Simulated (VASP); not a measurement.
# MoBrF3 (Pm-3m) in VASP: further runs

The runs below take MoBrF3 through single point, relaxation of cell and atoms, with PBE.

Program: VASP 6.6.1. These are calculated values, not measurements. Logs are shortened: lines on timing, memory, paths and dates and some standing lists are left out, and cuts for length are marked.

## (1) The cell of the first run

It takes space group Pm-3m (No. 221, cubic). The conventional cell has a = 4.602 Å, b = 4.602 Å, c = 4.602 Å, α = 90.00°, β = 90.00°, γ = 90.00°. Mo (site symmetry m-3m) has 12 F at 3.25 Å and 8 Br at 3.99 Å within 4.3 Å. Br (site symmetry m-3m) has 6 F at 2.30 Å within 3.0 Å. Within 3.0 Å of F (site symmetry 4/mmm) lie 2 Br at 2.30 Å.

The cell was built from a structure type or drawn by symmetry, and may not be a known phase.

## (2) Single point, PBE, collinear spin

File INCAR:

```
SYSTEM = MoBrF3
PREC = Accurate ; ENCUT = 520
EDIFF = 1E-6 ; ISMEAR = 0
SIGMA = 0.1 ; LREAL = .FALSE.
LASPH = .TRUE. ; NELM = 150
ALGO = Normal ; ISIF = 2
LWAVE = .FALSE. ; LCHARG = .FALSE.
ISPIN = 2 ; MAGMOM = 1 0 0 0 0
LORBIT = 11 ; LMAXMIX = 4
GGA = PE ; NBANDS = 33
```

File KPOINTS:

```
regular mesh
0
G
  4 4 4
  0 0 0
```

File POSCAR:

```
MoBrF3
1.0
    4.6024371718      0.0000000000      0.0000000000
    0.0000000000      4.6024371718      0.0000000000
    0.0000000000      0.0000000000      4.6024371718
Mo Br F
1 1 3
Direct
    0.0000000000      0.0000000000      0.0000000000
    0.5000000000      0.5000000000      0.5000000000
    0.5000000000      0.5000000000      0.0000000000
    0.5000000000      0.0000000000      0.5000000000
    0.0000000000      0.5000000000      0.5000000000
```

Potentials or basis: VASP PAW PBE potentials, release 64 (Mo_sv, Br, F).

The run is started by

```console
$ cat potpaw_PBE.64/Mo_sv/POTCAR potpaw_PBE.64/Br/POTCAR potpaw_PBE.64/F/POTCAR > POTCAR
$ mpirun -np 1 vasp_std > vasp.out
```

OUTCAR:

```text
SYSTEM = MoBrF3
   PREC = Accurate
   ENCUT = 520
   EDIFF = 1E-6
   ISMEAR = 0
   LREAL = .FALSE.
   LASPH = .TRUE.
   NELM = 150
   ISIF = 2
   ISPIN = 2
   LORBIT = 11
   GGA = PE

 ion  position               nearest neighbor table
   1  0.000  0.000  0.000-
   2  0.500  0.500  0.500-   3 2.30   4 2.30   5 2.30   3 2.30   4 2.30   5 2.30
   3  0.500  0.500  0.000-   2 2.30   2 2.30
   4  0.500  0.000  0.500-   2 2.30   2 2.30
   5  0.000  0.500  0.500-   2 2.30   2 2.30

  LATTYP: Found a simple cubic cell.
 ALAT       =     4.6024371718

  Lattice vectors:

 A1 = (   4.6024371718,   0.0000000000,   0.0000000000)
 A2 = (   0.0000000000,   4.6024371718,   0.0000000000)
 A3 = (   0.0000000000,   0.0000000000,   4.6024371718)

Analysis of symmetry for initial positions (statically):
=====================================================================
 Subroutine PRICEL returns:
 Original cell was already a primitive cell.

 Routine SETGRP: Setting up the symmetry group for a
 simple cubic supercell.

 Subroutine GETGRP returns: Found 48 space group operations
 (whereof 48 operations were pure point group operations)
 out of a pool of 48 trial point group operations.

The static configuration has the point symmetry O_h .

Analysis of symmetry for dynamics (positions and initial velocities):
=====================================================================
 Subroutine PRICEL returns:
 Original cell was already a primitive cell.

 Routine SETGRP: Setting up the symmetry group for a
 simple cubic supercell.

 Subroutine GETGRP returns: Found 48 space group operations
 (whereof 48 operations were pure point group operations)
 out of a pool of 48 trial point group operations.

The dynamic configuration has the point symmetry O_h .

Analysis of structural, dynamic, and magnetic symmetry:
=====================================================================
 Subroutine PRICEL returns:
 Original cell was already a primitive cell.

 Routine SETGRP: Setting up the symmetry group for a
 simple cubic supercell.

 Subroutine GETGRP returns: Found 48 space group operations
 (whereof 48 operations were pure point group operations)
 out of a pool of 48 trial point group operations.

The overall configuration has the point symmetry O_h .

 Subroutine INISYM returns: Found 48 space group operations
 (whereof 48 operations are pure point group operations),
 and found     1 'primitive' translations

----------------------------------------------------------------------------------------

                                     Primitive cell

  volume of cell :      97.4908

  direct lattice vectors                    reciprocal lattice vectors
     4.602437172  0.000000000  0.000000000     0.217276187  0.000000000  0.000000000
     0.000000000  4.602437172  0.000000000     0.000000000  0.217276187  0.000000000
     0.000000000  0.000000000  4.602437172     0.000000000  0.000000000  0.217276187

  length of vectors
     4.602437172  4.602437172  4.602437172     0.217276187  0.217276187  0.217276187

  position of ions in fractional coordinates (direct lattice)
     0.000000000  0.000000000  0.000000000
     0.500000000  0.500000000  0.500000000
     0.500000000  0.500000000  0.000000000
     0.500000000  0.000000000  0.500000000
     0.000000000  0.500000000  0.500000000

  ion indices of the primitive-cell ions
   primitive index   ion index
                 1           1
                 2           2
                 3           3
                 4           4
                 5           5

----------------------------------------------------------------------------------------

 KPOINTS: regular mesh

Automatic generation of k-mesh.
 Grid dimensions read from file:
 generate k-points for:    4    4    4

 Generating k-lattice:

  Cartesian coordinates                     Fractional coordinates (reciprocal lattice)
     0.054319047  0.000000000  0.000000000     0.250000000  0.000000000  0.000000000
     0.000000000  0.054319047  0.000000000     0.000000000  0.250000000  0.000000000
     0.000000000  0.000000000  0.054319047     0.000000000  0.000000000  0.250000000

  Length of vectors
     0.054319047  0.054319047  0.054319047

  Shift w.r.t. Gamma in fractional coordinates (k-lattice)
     0.000000000  0.000000000  0.000000000

 Subroutine IBZKPT returns following result:
 ===========================================

 Found     10 irreducible k-points:

 Following reciprocal coordinates:
            Coordinates               Weight
  0.000000  0.000000  0.000000      1.000000
  0.250000  0.000000  0.000000      6.000000
  0.500000  0.000000  0.000000      3.000000
  0.250000  0.250000  0.000000     12.000000
  0.500000  0.250000  0.000000     12.000000
  0.500000  0.500000  0.000000      3.000000
  0.250000  0.250000  0.250000      8.000000
  0.500000  0.250000  0.250000     12.000000
  0.500000  0.500000  0.250000      6.000000
[... 64 lines left out ...]
  free energy    TOTEN  =       -16.76772516 eV

  energy without entropy =      -16.75773182  energy(sigma->0) =      -16.76272849

 E-fermi :   1.8443     XC(G=0):  -8.7900

 val. band max:        1.7435342173   @ k =   0.5000   0.0000   0.0000
 cond. band min:       1.9467726311   @ k =   0.5000   0.2500   0.0000
 fundamental gap:      0.2032384138
 Fermi energy:         1.8442605955

 spin component 1

 k-point     1 :       0.0000    0.0000    0.0000
  band No.  band energies     occupation
      1     -59.1720      1.00000
      2     -33.4378      1.00000
      3     -33.4378      1.00000
      4     -33.4378      1.00000
      5     -20.9255      1.00000
      6     -20.4412      1.00000
[... 25 lines left out ...]
     32      12.3494      0.00000
     33      12.3494      0.00000

 k-point     2 :       0.2500    0.0000    0.0000
  band No.  band energies     occupation
      1     -59.1720      1.00000
      2     -33.4389      1.00000
      3     -33.4377      1.00000
      4     -33.4377      1.00000
      5     -20.8614      1.00000
      6     -20.4859      1.00000
[... 25 lines left out ...]
     32      13.2898      0.00000
     33      13.5364      0.00000
[... 250 lines left out ...]
     32      13.3992      0.00000
     33      15.5049      0.00000

 k-point    10 :       0.5000    0.5000    0.5000
  band No.  band energies     occupation
      1     -59.1718      1.00000
      2     -33.4395      1.00000
      3     -33.4395      1.00000
      4     -33.4395      1.00000
      5     -20.5513      1.00000
      6     -20.5513      1.00000
[... 25 lines left out ...]
     32      14.0283      0.00000
     33      15.2448      0.00000
 Fermi energy:         1.8442605955

 spin component 2

 k-point     1 :       0.0000    0.0000    0.0000
  band No.  band energies     occupation
      1     -56.5218      1.00000
      2     -30.4890      1.00000
      3     -30.4890      1.00000
      4     -30.4890      1.00000
      5     -21.2135      1.00000
      6     -20.7092      1.00000
[... 25 lines left out ...]
     32      12.1330      0.00000
     33      12.5425      0.00000

 k-point     2 :       0.2500    0.0000    0.0000
  band No.  band energies     occupation
      1     -56.5218      1.00000
      2     -30.4902      1.00000
      3     -30.4889      1.00000
      4     -30.4889      1.00000
      5     -21.1471      1.00000
      6     -20.7543      1.00000
[... 25 lines left out ...]
     32      13.8028      0.00000
     33      13.8035      0.00000
[... 250 lines left out ...]
     32      13.7451      0.00000
     33      15.8460      0.00000

 k-point    10 :       0.5000    0.5000    0.5000
  band No.  band energies     occupation
      1     -56.5217      1.00000
      2     -30.4908      1.00000
      3     -30.4908      1.00000
      4     -30.4908      1.00000
      5     -20.8205      1.00000
      6     -20.8205      1.00000
[... 25 lines left out ...]
     32      14.4448      0.00000
     33      15.3925      0.00000

------------------------ aborting loop because EDIFF is reached ----------------------------------------

  FORCE on cell =-STRESS in cart. coord.  units (eV):
  Direction    XX          YY          ZZ          XY          YZ          ZX
  --------------------------------------------------------------------------------------
  -------------------------------------------------------------------------------------
  Total       -0.2230783     -0.2230783     -0.2230783     -0.0000000     -0.0000000      0.0000000
  in kB       -3.6661004     -3.6661004     -3.6661004     -0.0000000     -0.0000000      0.0000000
  external PRESSURE =      -3.6661004 kB  Pullay stress =       0.0000000 kB

 VOLUME and BASIS-vectors are now :
 -----------------------------------------------------------------------------
  energy-cutoff  :      520.00
  volume of cell :       97.49
      direct lattice vectors                 reciprocal lattice vectors
     4.602437172  0.000000000  0.000000000     0.217276187  0.000000000  0.000000000
     0.000000000  4.602437172  0.000000000     0.000000000  0.217276187  0.000000000
     0.000000000  0.000000000  4.602437172     0.000000000  0.000000000  0.217276187

 POSITION                                       TOTAL-FORCE (eV/Angst)
 -----------------------------------------------------------------------------------
      0.00000      0.00000      0.00000         0.000000      0.000000      0.000000
      2.30122      2.30122      2.30122         0.000000      0.000000      0.000000
      2.30122      2.30122      0.00000         0.000000      0.000000      0.000000
      2.30122      0.00000      2.30122         0.000000      0.000000      0.000000
      0.00000      2.30122      2.30122         0.000000      0.000000      0.000000
 -----------------------------------------------------------------------------------
    total drift:                                0.000000      0.000000      0.000000

  FREE ENERGIE OF THE ION-ELECTRON SYSTEM (eV)
  ---------------------------------------------------
  free  energy   TOTEN  =       -16.7677251622 eV

  energy  without entropy=      -16.7577318173  energy(sigma->0) =      -16.76272849

 total charge

# of ion       s       p       d       tot
------------------------------------------
    1        2.035   5.960   4.025  12.020
    2        1.691   2.789   0.070   4.550
    3        1.760   4.218   0.000   5.979
    4        1.760   4.218   0.000   5.979
    5        1.760   4.218   0.000   5.979
--------------------------------------------------
tot          9.007  21.405   4.095  34.506

 magnetization (x)

# of ion       s       p       d       tot
------------------------------------------
    1        0.022   0.020   3.976   4.018
    2       -0.030  -0.621  -0.006  -0.657
    3       -0.003  -0.134   0.000  -0.137
    4       -0.003  -0.134   0.000  -0.137
    5       -0.003  -0.134   0.000  -0.137
--------------------------------------------------
tot         -0.016  -1.003   3.970   2.951
```

Wall time 80 s (1 thread of Intel Xeon Platinum 8488C (Sapphire Rapids), shared host); peak memory 0.26 GiB.

Results:

* Free energy: -16.7677 eV
* Pressure: -0.4 GPa
* Net moment: 3.50 μB per cell
* Site moments: Mo +4.02; Br -0.66; F -0.14 μB
* Valence electrons inside the program's atomic spheres: Mo 12.02; Br 4.55; F 5.98

Levels at points of the mesh, in eV from the Fermi level:
Spin up:
```tsv
k point	band 19	band 20	band 21	band 22	band 23	band 24	band 25	band 26	band 27	band 28
(0.00, 0.00, 0.00)	-0.73	-0.33	-0.33	-0.33	-0.13	1.50	1.50	1.50	8.09	8.09
(0.50, 0.00, 0.00)	-0.43	-0.39	-0.30	-0.10	-0.10	1.38	1.38	1.75	3.92	7.24
(0.50, 0.50, 0.00)	-1.58	-0.43	-0.34	-0.11	-0.11	-0.11	1.22	2.17	5.18	5.18
(0.50, 0.50, 0.50)	-2.20	-2.20	-0.25	-0.25	-0.25	-0.17	-0.17	2.04	5.65	5.65
```
Spin down:
| k point | band 16 | band 17 | band 18 | band 19 | band 20 | band 21 | band 22 | band 23 |
| --- | --- | --- | --- | --- | --- | --- | --- | --- |
| (0.00, 0.00, 0.00) | -3.73 | -3.73 | 0.76 | 0.76 | 0.76 | 1.44 | 2.26 | 2.26 |
| (0.50, 0.00, 0.00) | -3.80 | -3.80 | -1.83 | 0.62 | 0.62 | 2.48 | 2.55 | 2.83 |
| (0.50, 0.50, 0.00) | -3.76 | -3.43 | -2.21 | -2.21 | 0.48 | 2.55 | 2.71 | 2.90 |
| (0.50, 0.50, 0.50) | -3.42 | -3.34 | -2.84 | -2.84 | -2.84 | 2.67 | 2.67 | 2.67 |

## (3) Relaxation of cell and atoms, PBE, collinear spin

This run uses another cell than the first one, of 14.26 Å³/atom.

File INCAR:

```
SYSTEM = MoBrF3
PREC = Accurate
ENCUT = 600
EDIFF = 1E-6
ISMEAR = 0
SIGMA = 0.1
LREAL = .False.
LASPH = .True.
NELM = 150
ALGO = Normal
ISIF = 3
LWAVE = .False.
LCHARG = .False.
ISPIN = 2
MAGMOM = 1 0 0 0 0
LORBIT = 11
LMAXMIX = 4
GGA = PE
IBRION = 2
NSW = 90
EDIFFG = -0.04
```

File KPOINTS:

```
regular mesh
0
Gamma
  4 4 4
  0 0 0
```

POSCAR, as its differences from that of step 2:

```diff
@@ -2,5 +2,5 @@
 1.0
-    4.6024371718      0.0000000000      0.0000000000
-    0.0000000000      4.6024371718      0.0000000000
-    0.0000000000      0.0000000000      4.6024371718
+    4.1463478700      0.0000000000      0.0000000000
+    0.0000000000      4.1463478700      0.0000000000
+    0.0000000000      0.0000000000      4.1463478700
 Mo Br F
```

Potentials or basis: VASP PAW PBE potentials, release 64 (Mo_sv, Br, F).

The run is started by

```console
$ cat potpaw_PBE.64/Mo_sv/POTCAR potpaw_PBE.64/Br/POTCAR potpaw_PBE.64/F/POTCAR > POTCAR
$ mpirun -np 1 vasp_std > vasp.out
```

Wall time 2.6 min (1 thread of Intel Xeon Platinum 8488C (Sapphire Rapids), shared host); peak memory 0.25 GiB.

The run converged. Its results:

```
Free energy                                           : -16.7259 eV
Relaxed volume                                        : 19.24 Å³/atom
Relaxed cell                                          : a = 4.582 Å, b = 4.582 Å, c = 4.582 Å, α = 90.00°, β = 90.00°, γ = 90.00°
Space group after relaxing (to 0.1 Å)                 : Pm-3m (No. 221)
Energy gained by relaxing                             : 341.5 meV/atom
Ionic steps                                           : 4
Pressure after relaxing                               : 0.0 GPa
Net moment                                            : 3.50 μB per cell
Site moments                                          : Mo +4.02; Br -0.66; F -0.14 μB
Valence electrons inside the program's atomic spheres : Mo 12.02; Br 4.55; F 5.99
```

Step by step:
```
step  energy change (eV)  largest force (eV/Å)  pressure (GPa)  volume (Å³)
   1              0.0000                0.0000           28.48        71.28
   2             -1.6744                0.0000           -2.23       100.75
   3             -1.7068                0.0000            0.34        95.54
   4             -1.7075                0.0000           -0.01        96.18
```

Final structure:
```
Mo Br F
1.0
     4.58175    0.00000    0.00000
     0.00000    4.58175    0.00000
     0.00000    0.00000    4.58175
Mo Br F
1 1 3
Direct
  0.00000 0.00000 0.00000
  0.50000 0.50000 0.50000
  0.50000 0.50000 0.00000
  0.50000 0.00000 0.50000
  0.00000 0.50000 0.50000
```

Levels at points of the mesh, in eV from the Fermi level:
Spin up:
| k point | band 21 | band 22 | band 23 | band 24 | band 25 | band 26 |
| --- | --- | --- | --- | --- | --- | --- |
| (0.00, 0.00, 0.00) | -0.34 | -0.34 | -0.17 | 1.53 | 1.53 | 1.53 |
| (0.50, 0.00, 0.00) | -0.31 | -0.10 | -0.10 | 1.41 | 1.41 | 1.75 |
| (0.50, 0.50, 0.00) | -0.35 | -0.11 | -0.11 | -0.11 | 1.24 | 2.18 |
| (0.50, 0.50, 0.50) | -0.26 | -0.26 | -0.26 | -0.18 | -0.18 | 2.05 |
Spin down:
| k point | band 16 | band 17 | band 18 | band 19 | band 20 | band 21 | band 22 | band 23 |
| --- | --- | --- | --- | --- | --- | --- | --- | --- |
| (0.00, 0.00, 0.00) | -3.81 | -3.81 | 0.79 | 0.79 | 0.79 | 1.42 | 2.24 | 2.24 |
| (0.50, 0.00, 0.00) | -3.88 | -3.88 | -1.85 | 0.64 | 0.64 | 2.46 | 2.53 | 2.82 |
| (0.50, 0.50, 0.00) | -3.81 | -3.50 | -2.23 | -2.23 | 0.49 | 2.53 | 2.70 | 2.90 |
| (0.50, 0.50, 0.50) | -3.49 | -3.37 | -2.87 | -2.87 | -2.87 | 2.66 | 2.66 | 2.66 |

Caveat: the k points lie up to 0.34 Å⁻¹ apart in the final cell; the volume moved by over 15 % at a fixed basis, so the end points are rough.

## (4) Single point, PBE, collinear spin

This run uses another cell than the first one, of 19.27 Å³/atom.

File INCAR:

```
  ALGO = Normal
  EDIFF = 1E-6
  ENCUT = 520
  GGA = PE
  ISIF = 2
  ISMEAR = 0
  ISPIN = 2
  LASPH = True
  LCHARG = False
  LMAXMIX = 4
  LORBIT = 11
  LREAL = False
  LWAVE = False
  MAGMOM = 4.51 -0.23 0 0 0
  NBANDS = 33
  NELM = 150
  PREC = Accurate
  SIGMA = 0.1
```

File KPOINTS:

```
k-points
0
Gamma
  8 8 8
```

POSCAR, as its differences from that of step 3:

```diff
@@ -2,5 +2,5 @@
 1.0
-    4.1463478700      0.0000000000      0.0000000000
-    0.0000000000      4.1463478700      0.0000000000
-    0.0000000000      0.0000000000      4.1463478700
+    4.5845511414      0.0000000000      0.0000000000
+    0.0000000000      4.5845511414      0.0000000000
+    0.0000000000      0.0000000000      4.5845511414
 Mo Br F
```

The run is started by

```console
$ cat potpaw_PBE.64/Mo_sv/POTCAR potpaw_PBE.64/Br/POTCAR potpaw_PBE.64/F/POTCAR > POTCAR
$ mpirun -np 1 vasp_std > vasp.out
```

Run time: 3.1 min. Hardware: 1 thread of Intel Xeon Platinum 8488C (Sapphire Rapids), shared host; peak memory 0.35 GiB.

It converged, with:

```yaml
Free_energy: -16.9197 eV
Pressure: -0.2 GPa
Net_moment: 4.26 μB per cell
Site_moments: Mo +4.01; Br -0.26; F -0.04 μB
Valence_electrons_inside_the_program's_atomic_spheres: Mo 12.02; Br 4.56; F 5.98
```

Levels at points of the mesh, in eV from the Fermi level:
Spin up:
```csv
k point,band 20,band 21,band 22,band 23,band 24,band 25,band 26,band 27
"(0.00, 0.00, 0.00)",-0.30,-0.30,-0.30,-0.10,1.39,1.39,1.39,8.18
"(0.50, 0.00, 0.00)",-0.37,-0.27,-0.07,-0.07,1.27,1.27,1.79,3.96
"(0.50, 0.50, 0.00)",-0.40,-0.31,-0.08,-0.08,-0.07,1.10,2.23,5.23
"(0.50, 0.50, 0.50)",-2.31,-0.23,-0.23,-0.23,-0.14,-0.14,2.10,5.71
```
Spin down:
| k point | band 17 | band 18 | band 19 | band 20 | band 21 | band 22 |
| --- | --- | --- | --- | --- | --- | --- |
| (0.00, 0.00, 0.00) | -3.69 | 1.11 | 1.11 | 1.11 | 1.48 | 2.28 |
| (0.50, 0.00, 0.00) | -3.75 | -1.55 | 0.96 | 0.96 | 2.51 | 2.57 |
| (0.50, 0.50, 0.00) | -3.38 | -1.93 | -1.93 | 0.82 | 2.58 | 2.74 |
| (0.50, 0.50, 0.50) | -3.13 | -2.52 | -2.52 | -2.52 | 2.71 | 2.71 |

## (5) Summary

| task | cell | k mesh | cutoff (eV) | gap on the mesh (eV) | pressure (GPa) | moment (μB) |
| --- | --- | --- | --- | --- | --- | --- |
| single point | a = 4.602 Å, 5 atoms | 4 × 4 × 4 | 520 | none | -0.4 | 3.50 |
| relaxation of cell and atoms | relaxed from a = 4.146 Å, 5 atoms | 4 × 4 × 4 | 600 | none | 0.0 | 3.50 |
| single point | a = 4.585 Å, 5 atoms | 8 × 8 × 8 | 520 | none | -0.2 | 4.26 |

Alike in all rows: level PBE; potentials or basis VASP PAW PBE potentials, release 64 (Mo_sv, Br, F); spin collinear; smearing gaussian 0.1 eV.

Caveats: some runs use coarse meshes; the volume moved by over 15 % at a fixed basis, so the end points are rough (at least some runs).

Total energies depend on the potentials used, so only differences within one code and one set of settings carry meaning.
